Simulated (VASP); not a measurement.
Wanted: the native input for a VASP 6.6.1 run.

```yaml
Task: single point
Functional: PBEsol
Dispersion: D3(BJ)
Potentials_or_basis: VASP PAW PBE potentials, release 64 (Sn_d, Se)
Cutoff: 520 eV
k_mesh: 12 × 12 × 8
Occupations: gaussian, width 0.02 eV
Spin: no spin polarisation
Dipole_correction: no
Further_INCAR_settings: ALGO = Normal; EDIFF = 1e-06; NBANDS = 20
```

The structure of SnSe2 lies in POSCAR:

```
SnSe2
1.0
    3.7906268798      0.0000000000      0.0000000000
   -1.8953134399      3.2827791742      0.0000000000
    0.0000000000      0.0000000000      5.7643599616
Sn Se
1 2
Direct
    0.0000000000      0.0000000000      0.0000000000
    0.3333333333      0.6666666667      0.2750655891
    0.6666666667      0.3333333333      0.7249344109
```

The input as run:

INCAR

```
SYSTEM = SnSe2
ALGO = Normal ; EDIFF = 1E-6
ENCUT = 520 ; GGA = PS
ISIF = 2 ; ISMEAR = 0
IVDW = 12 ; LASPH = .True.
LCHARG = .True. ; LELF = .True.
LREAL = .False. ; LVHAR = .True.
LWAVE = .False. ; NBANDS = 20
NELM = 100 ; PREC = Accurate
SIGMA = 0.02
```

KPOINTS

```
k-points
0
Gamma
  12 12 8
  0 0 0
```

Potentials or basis: VASP PAW PBE potentials, release 64 (Sn_d, Se).

Command:

```sh
$ cat potpaw_PBE.64/Sn_d/POTCAR potpaw_PBE.64/Se/POTCAR > POTCAR
$ mpirun -np 1 vasp_std > vasp.out
```

Results of the run:

| Item | Value |
| --- | --- |
| Pressure | 0.1 GPa |
| Largest force | 0.022 eV/Å |
| Band gap on the k mesh | 0.08 eV (least direct gap 0.70 eV) |
| Dispersion energy per atom | -0.355 eV |

Caveat: semilocal functionals underestimate gaps, and a narrow one can read as zero; the PAW data sets were made with another functional, which shifts forces and pressure a little; spin-orbit coupling is left out, which moves the levels of the heavy elements.

Run time: 2.3 min on 1 thread of AMD EPYC 7R13, on a shared host, peak memory 0.32 GiB.
